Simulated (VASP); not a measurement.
# Al16HO24 (a cell with a defect) in VASP: single point with PBEsol

Aim: the single point of Al16HO24 (a cell with a defect) with PBEsol.

Everything below comes from runs of VASP 6.6.1. Logs are shortened: lines on timing, memory, paths and dates and some standing lists are left out, and cuts for length are marked.

**1. The cell of the first run**

The cell holds a defect, 41 atoms: a = 7.015 Å, b = 7.015 Å, c = 7.015 Å, α = 85.77°, β = 85.77°, γ = 85.77°.

**2. Single point, PBEsol, collinear spin (with an interstitial atom, then relaxed in part)**

Contents of INCAR:

```
PREC = Accurate
ENCUT = 520
EDIFF = 1E-6
ISMEAR = 0
SIGMA = 0.01
LREAL = Auto
LASPH = T
NELM = 150
ALGO = Normal
ISIF = 2
LWAVE = F
LCHARG = T
ISPIN = 2
MAGMOM = 0.111 0 0 0 0 0 0 0 0 0 0 0 0.111 0 0 0 0 0.111 0 0 0 0 0.111 0 0 0 0.111 0 0 0 0 0.111 0 0 0 0.111 0 0.111 0 0 0.111
LORBIT = 11
GGA = PS
LELF = T
LVHAR = T
NBANDS = 126
```

Contents of KPOINTS:

```
Automatic mesh
0
Gamma
  2 2 2
  0.5 0.5 0.5
```

Contents of POSCAR:

```
Al16HO24
1.0
   -4.7738611789     -2.7561900367      4.3382851438
    4.7738611789     -2.7561900367      4.3382851438
    0.0000000000      5.5123800734      4.3382851438
Al O H
16 24 1
Direct
    0.1477572550      0.1477572550      0.1477572550
    0.6465146321      0.6476501886      0.1482055330
    0.6476501886      0.1482055330      0.6465146321
    0.1482055330      0.6465146321      0.6476501886
    0.3517974757      0.3517974757      0.3517974757
    0.8507239265      0.8516018320      0.3536330719
    0.8516018320      0.3536330719      0.8507239265
    0.3536330719      0.8507239265      0.8516018320
    0.6482025243      0.6482025243      0.6482025243
    0.1492760735      0.1483981680      0.6463669281
    0.1483981680      0.6463669281      0.1492760735
    0.6463669281      0.1492760735      0.1483981680
    0.8522427450      0.8522427450      0.8522427450
    0.3534853679      0.3523498114      0.8517944670
    0.3523498114      0.8517944670      0.3534853679
    0.8517944670      0.3534853679      0.3523498114
    0.4042100521      0.5964357405      0.7496796588
    0.9018572171      0.0990203243      0.7421827402
    0.9023418307      0.5987130845      0.2505826698
    0.4020929817      0.0969205533      0.2505699092
    0.4035642595      0.2503203412      0.5957899479
    0.9030794467      0.7494300908      0.5979070183
    0.9009796757      0.2578172598      0.0981427829
    0.4012869155      0.7494173302      0.0976581693
    0.5964357405      0.7496796588      0.4042100521
    0.0969205533      0.2505699092      0.4020929817
    0.0990203243      0.7421827402      0.9018572171
    0.5987130845      0.2505826698      0.9023418307
    0.7496796588      0.4042100521      0.5964357405
    0.2505826698      0.9023418307      0.5987130845
    0.2505699092      0.4020929817      0.0969205533
    0.7421827402      0.9018572171      0.0990203243
    0.2503203412      0.5957899479      0.4035642595
    0.7494173302      0.0976581693      0.4012869155
    0.7494300908      0.5979070183      0.9030794467
    0.2578172598      0.0981427829      0.9009796757
    0.5957899479      0.4035642595      0.2503203412
    0.0981427829      0.9009796757      0.2578172598
    0.0976581693      0.4012869155      0.7494173302
    0.5979070183      0.9030794467      0.7494300908
    0.0000000000      0.0000000000      0.0000000000
```

Potentials or basis: VASP PAW PBE potentials, release 64 (Al, O, H).

On the command line:

```sh
$ cat potpaw_PBE.64/Al/POTCAR potpaw_PBE.64/O/POTCAR potpaw_PBE.64/H/POTCAR > POTCAR
$ mpirun -np 1 vasp_std > vasp.out
```

OUTCAR:

```text
PREC = Accurate
   ENCUT = 520
   EDIFF = 1E-6
   ISMEAR = 0
   LREAL = Auto
   LASPH = T
   NELM = 150
   ISIF = 2
   ISPIN = 2
   LORBIT = 11
   GGA = PS

 ion  position               nearest neighbor table
   1  0.148  0.148  0.148-  36 1.89  38 1.89  23 1.89  41 1.92  31 1.97  26 1.97  20 1.97   5 2.66
                            14 2.81  15 2.81  16 2.81   6 3.24   7 3.24   8 3.24
   2  0.647  0.648  0.148-  37 1.86  24 1.86  35 1.86  32 1.95  19 1.98  25 1.98   6 2.66  15 2.80
                            16 2.80  13 2.81   8 3.22   5 3.22   7 3.23
   3  0.648  0.148  0.647-  21 1.86  34 1.86  40 1.86  18 1.95  28 1.98  29 1.98   7 2.66  16 2.80
                            14 2.80  13 2.81   6 3.22   5 3.22   8 3.23
   4  0.148  0.647  0.648-  33 1.86  39 1.86  22 1.86  27 1.95  30 1.98  17 1.98   8 2.66  15 2.80
                            14 2.80  13 2.81   7 3.22   5 3.22   6 3.23
   5  0.352  0.352  0.352-  21 1.86  37 1.86  33 1.86  31 1.97  26 1.97  20 1.97   1 2.66  10 2.78
                            12 2.78  11 2.78   2 3.22   4 3.22   3 3.22
   6  0.851  0.852  0.354-  22 1.86  34 1.86  38 1.86  19 1.96  25 1.97  32 1.99   2 2.66   9 2.78
                            12 2.81  11 2.81   3 3.22   4 3.23   1 3.24
   7  0.852  0.354  0.851-  35 1.86  39 1.86  23 1.86  28 1.96  29 1.97  18 1.99   3 2.66   9 2.78
                            12 2.81  10 2.81   4 3.22   2 3.23   1 3.24
   8  0.354  0.851  0.852-  40 1.86  24 1.86  36 1.86  30 1.96  17 1.97  27 1.99   4 2.66   9 2.78
                            11 2.81  10 2.81   2 3.22   3 3.23   1 3.24
   9  0.648  0.648  0.648-  25 1.86  17 1.86  29 1.86  35 1.97  22 1.97  40 1.97  13 2.66   6 2.78
                             8 2.78   7 2.78  14 3.22  16 3.22  15 3.22
  10  0.149  0.148  0.646-  26 1.86  30 1.86  18 1.86  39 1.96  21 1.97  36 1.99  14 2.66   5 2.78
                             8 2.81   7 2.81  15 3.22  16 3.23  13 3.24
  11  0.148  0.646  0.149-  31 1.86  19 1.86  27 1.86  24 1.96  33 1.97  38 1.99  15 2.66   5 2.78
                             8 2.81   6 2.81  16 3.22  14 3.23  13 3.24
  12  0.646  0.149  0.148-  20 1.86  28 1.86  32 1.86  34 1.96  37 1.97  23 1.99  16 2.66   5 2.78
                             7 2.81   6 2.81  14 3.22  15 3.23  13 3.24
  13  0.852  0.852  0.852-  32 1.89  18 1.89  27 1.89  41 1.92  35 1.97  22 1.97  40 1.97   9 2.66
                             2 2.81   3 2.81   4 2.81  10 3.24  11 3.24  12 3.24
  14  0.353  0.352  0.852-  17 1.86  28 1.86  31 1.86  36 1.95  39 1.98  21 1.98  10 2.66   3 2.80
                             4 2.80   1 2.81  12 3.22   9 3.22  11 3.23
  15  0.352  0.852  0.353-  25 1.86  30 1.86  20 1.86  38 1.95  24 1.98  33 1.98  11 2.66   4 2.80
                             2 2.80   1 2.81  10 3.22   9 3.22  12 3.23
  16  0.852  0.353  0.352-  29 1.86  19 1.86  26 1.86  23 1.95  34 1.98  37 1.98  12 2.66   3 2.80
                             2 2.80   1 2.81  11 3.22   9 3.22  10 3.23
  17  0.404  0.596  0.750-   9 1.86  14 1.86   8 1.97   4 1.98
  18  0.902  0.099  0.742-  10 1.86  13 1.89   3 1.95   7 1.99
  19  0.902  0.599  0.251-  11 1.86  16 1.86   6 1.96   2 1.98
  20  0.402  0.097  0.251-  12 1.86  15 1.86   5 1.97   1 1.97
  21  0.404  0.250  0.596-   5 1.86   3 1.86  10 1.97  14 1.98
  22  0.903  0.749  0.598-   6 1.86   4 1.86   9 1.97  13 1.97
[... 16 lines left out ...]
  39  0.098  0.401  0.749-   7 1.86   4 1.86  10 1.96  14 1.98
  40  0.598  0.903  0.749-   8 1.86   3 1.86   9 1.97  13 1.97
  41  0.000  0.000  0.000-   1 1.92  13 1.92

  LATTYP: Found a trigonal (rhomboedric) cell.
 ALAT       =     7.0147738426
 COS(alpha) =     0.0737201438

  Lattice vectors:

 A1 = (  -4.7738611789,  -2.7561900367,   4.3382851438)
 A2 = (   4.7738611789,  -2.7561900367,   4.3382851438)
 A3 = (   0.0000000000,   5.5123800734,   4.3382851438)

Analysis of symmetry for initial positions (statically):
=====================================================================
 Subroutine PRICEL returns:
 Original cell was already a primitive cell.

 Routine SETGRP: Setting up the symmetry group for a
 trigonal (rhombohedral) supercell.

 Subroutine GETGRP returns: Found  6 space group operations
 (whereof  6 operations were pure point group operations)
 out of a pool of 12 trial point group operations.

The static configuration has the point symmetry S_6 .

Analysis of symmetry for dynamics (positions and initial velocities):
=====================================================================
 Subroutine PRICEL returns:
 Original cell was already a primitive cell.

 Routine SETGRP: Setting up the symmetry group for a
 trigonal (rhombohedral) supercell.

 Subroutine GETGRP returns: Found  6 space group operations
 (whereof  6 operations were pure point group operations)
 out of a pool of 12 trial point group operations.

The dynamic configuration has the point symmetry S_6 .

Analysis of structural, dynamic, and magnetic symmetry:
=====================================================================
 Subroutine PRICEL returns:
 Original cell was already a primitive cell.

 Routine SETGRP: Setting up the symmetry group for a
 trigonal (rhombohedral) supercell.

[... 150 lines left out ...]
   PREC   = accura    normal or accurate (medium, high low for compatibility)
   ISTART =      0    job   : 0-new  1-cont  2-samecut
   ICHARG =      2    charge: 1-file 2-atom 10-const
   ISPIN  =      2    spin polarized calculation?
   LNONCOLLINEAR =      F non collinear calculations
   LSORBIT =      F    spin-orbit coupling
   LASPH  =      T    aspherical Exc in radial PAW
   ENCUT  =  520.0 eV  38.22 Ry    6.18 a.u.  13.04 13.04 13.04*2*pi/ulx,y,z
   NELM   =    150;   NELMIN=  2; NELMDL= -5     # of ELM steps
   EDIFF  = 0.1E-05   stopping-criterion for ELM
   LREAL  =      T    real-space projection
   EDIFFG = 0.1E-04   stopping-criterion for IOM
   NSW    =      0    number of steps for IOM
[... 5 lines left out ...]
   TEBEG  =    0.0;   TEEND  =   0.0 temperature during run
   PSTRESS=    0.0 pullay stress
   NELECT =     193.0000    total number of electrons
   NUPDOWN=      -1.0000    fix difference up-down
   EMIN   =  10.00;   EMAX   =-10.00  energy-range for DOS
   EFERMI =   0.00;   METHOD = LEGACY
   ISMEAR =     0;   SIGMA  =   0.01  broadening in eV -4-tet -1-fermi 0-gaus
   EFERMI_NEDOS =   21; number of points for ismear=-14 and -15
   IALGO  =     38    algorithm
   IMIX   =      4    mixing-type and parameters
     AMIX     =   0.40;   BMIX     =  1.00
     AMIX_MAG =   1.60;   BMIX_MAG =  1.00
  volume/ion in A,a.u.               =       8.35        56.37
  Fermi-wavevector in a.u.,A,eV,Ry     =   1.352211  2.555309 24.877912  1.828475
  Thomas-Fermi vector in A             =   2.479569
   LORBIT       =     11    0 simple, 1 ext, 2 COOP (PROOUT), +10 PAW based schemes
   GGA     = PS    functional components
   LHFCALC =     F    Hartree Fock is set to
   AEXX    =    0.0000 exact exchange contribution
   IVDW    =     0    specifies the selected vdW correction
   LEPSILON=     F    determine dielectric tensor
   LRPA    =     F    only Hartree local field effects (RPA)
 spin polarized calculation
 Gauss-broadening in eV      SIGMA  =   0.01
  energy-cutoff  :      520.00
  volume of cell :      342.49
 maximum number of plane-waves:      9235
 NGX is ok and might be reduce to    54
   NGX = 27   NGY = 27   NGZ = 27

 number of electron     192.9999943 magnetization       0.9999996

 Free energy of the ion-electron system (eV)
  ---------------------------------------------------
  ext. energy  EPLUGINS =         0.00000000
  ---------------------------------------------------
  free energy    TOTEN  =      -314.53298129 eV

  energy without entropy =     -314.53298129  energy(sigma->0) =     -314.53298129

 E-fermi :   8.7476     XC(G=0): -11.9525

 val. band max:        8.6906156419   @ k =  -0.2500   0.2500   0.2500
 cond. band min:      10.5664067515   @ k =   0.2500   0.2500   0.2500
 fundamental gap:      1.8757911096
 Fermi energy:         8.7475977389

 spin component 1

 k-point     1 :       0.2500    0.2500    0.2500
  band No.  band energies     occupation
      1     -12.9212      1.00000
      2     -12.1353      1.00000
      3     -12.1353      1.00000
      4     -12.1235      1.00000
      5     -11.5896      1.00000
      6     -11.5896      1.00000
[... 211 lines left out ...]
    107      15.8349      0.00000
    108      15.9810      0.00000
 Fermi energy:         8.7475977389

 spin component 2

 k-point     1 :       0.2500    0.2500    0.2500
  band No.  band energies     occupation
      1     -12.8977      1.00000
      2     -12.1131      1.00000
      3     -12.1131      1.00000
      4     -12.1020      1.00000
      5     -11.5659      1.00000
      6     -11.5659      1.00000
[... 211 lines left out ...]
    107      15.8538      0.00000
    108      16.0063      0.00000
 [bands above 108 left out]

------------------------ aborting loop because EDIFF is reached ----------------------------------------

  FORCE on cell =-STRESS in cart. coord.  units (eV):
  Direction    XX          YY          ZZ          XY          YZ          ZX
  --------------------------------------------------------------------------------------
  -------------------------------------------------------------------------------------
  Total        4.9862354      4.9862354      2.3758273      0.0000000      0.0000000      0.0000000
  in kB       23.3257209     23.3257209     11.1141732      0.0000000      0.0000000      0.0000000
  external PRESSURE =      19.2552050 kB  Pullay stress =       0.0000000 kB

 VOLUME and BASIS-vectors are now :
 -----------------------------------------------------------------------------
  energy-cutoff  :      520.00
  volume of cell :      342.49
      direct lattice vectors                 reciprocal lattice vectors
    -4.773861179 -2.756190037  4.338285144    -0.104737021 -0.060469947  0.076835275
     4.773861179 -2.756190037  4.338285144     0.104737021 -0.060469947  0.076835275
     0.000000000  5.512380073  4.338285144     0.000000000  0.120939895  0.076835275

 POSITION                                       TOTAL-FORCE (eV/Angst)
 -----------------------------------------------------------------------------------
      0.00000      0.00000      1.92304        -0.000000      0.000000      0.005641
      0.00542     -2.75000      6.25741        -0.001370     -0.003618      0.000446
     -2.38428      1.37030      6.25741        -0.002448      0.002996      0.000446
      2.37886      1.37969      6.25741         0.003819      0.000623      0.000446
      0.00000      0.00000      4.57859        -0.000000      0.000000     -0.012685
      0.00419     -2.74257      8.91934         0.001235     -0.001470     -0.000163
[... 33 lines left out ...]
      1.45685     -0.00586      9.76295        -0.000605     -0.001098     -0.000573
      0.00000      0.00000      0.00000        -0.000000      0.000000      0.000000
 -----------------------------------------------------------------------------------
    total drift:                               -0.000000      0.000000      0.000000

  FREE ENERGIE OF THE ION-ELECTRON SYSTEM (eV)
  ---------------------------------------------------
  free  energy   TOTEN  =      -314.5329812933 eV

  energy  without entropy=     -314.5329812933  energy(sigma->0) =     -314.53298129

 total charge

# of ion       s       p       d       tot
------------------------------------------
    1        0.308   0.397   0.000   0.705
    2        0.313   0.404   0.000   0.717
    3        0.313   0.404   0.000   0.717
    4        0.313   0.404   0.000   0.717
    5        0.314   0.407   0.000   0.721
    6        0.312   0.402   0.000   0.715
[... 33 lines left out ...]
   40        1.542   3.623   0.000   5.166
   41        0.475   0.012   0.000   0.487
--------------------------------------------------
tot         42.515  93.341   0.000 135.857

 magnetization (x)

# of ion       s       p       d       tot
------------------------------------------
    1       -0.001   0.001   0.000   0.000
    2        0.001   0.001   0.000   0.001
    3        0.001   0.001   0.000   0.001
    4        0.001   0.001   0.000   0.001
    5        0.000   0.000   0.000   0.001
    6       -0.000  -0.000   0.000  -0.000
[... 33 lines left out ...]
   40        0.000   0.000   0.000   0.000
   41        0.330   0.002   0.000   0.332
--------------------------------------------------
tot          0.358   0.288   0.000   0.646
```

Run time: 9 min. Hardware: 1 thread of AMD EPYC 7R43 (Zen 3), shared host; peak memory 0.51 GiB.

Results:

- Free energy: -314.5330 eV
- Pressure: 1.9 GPa
- Largest force: 0.013 eV/Å
- Band gap on the k mesh: 1.88 eV
- Net moment: 1.00 μB per cell
- Site moments: Al +0.00, -0.00 (each value once); O +0.00, +0.05 (each value once); H +0.33 μB
- Valence electrons inside the program's atomic spheres: Al 0.70, 0.72, 0.71 (each value once); O 5.17, 5.16 (each value once); H 0.49

Forces in eV/Å, atoms in the order of the input:
```
Al   0.000  0.000  0.006
Al  -0.001 -0.004  0.000
Al  -0.002  0.003  0.000
Al   0.004  0.001  0.000
Al   0.000  0.000 -0.013
Al   0.001 -0.001  0.000
Al  -0.002  0.000  0.000
Al   0.001  0.002  0.000
Al   0.000  0.000  0.013
Al  -0.001  0.001  0.000
Al   0.002  0.000  0.000
Al  -0.001 -0.002  0.000
Al   0.000  0.000 -0.006
Al   0.001  0.004  0.000
Al   0.002 -0.003  0.000
Al  -0.004 -0.001  0.000
O    0.003  0.000 -0.004
O   -0.002  0.001  0.001
O    0.006  0.000  0.002
O    0.001  0.001  0.001
O    0.001  0.002  0.004
O   -0.001  0.001 -0.001
O   -0.002 -0.002 -0.001
O    0.003  0.005 -0.002
O   -0.001 -0.002 -0.004
O    0.001 -0.001  0.001
O    0.002  0.002  0.001
O   -0.003 -0.005  0.002
O   -0.001  0.002 -0.004
O   -0.003  0.006  0.002
O   -0.001  0.000  0.001
O    0.000 -0.003  0.001
O    0.001 -0.002  0.004
O    0.003 -0.006 -0.002
O    0.001  0.000 -0.001
O    0.000  0.003 -0.001
O   -0.003  0.000  0.004
O    0.002 -0.001 -0.001
O   -0.006  0.000 -0.002
O   -0.001 -0.001 -0.001
H    0.000  0.000  0.000
```

Caveat: the cell differs from its parent crystal (with an interstitial atom, then relaxed in part); the PAW data sets were made with another functional, which shifts forces and pressure a little.
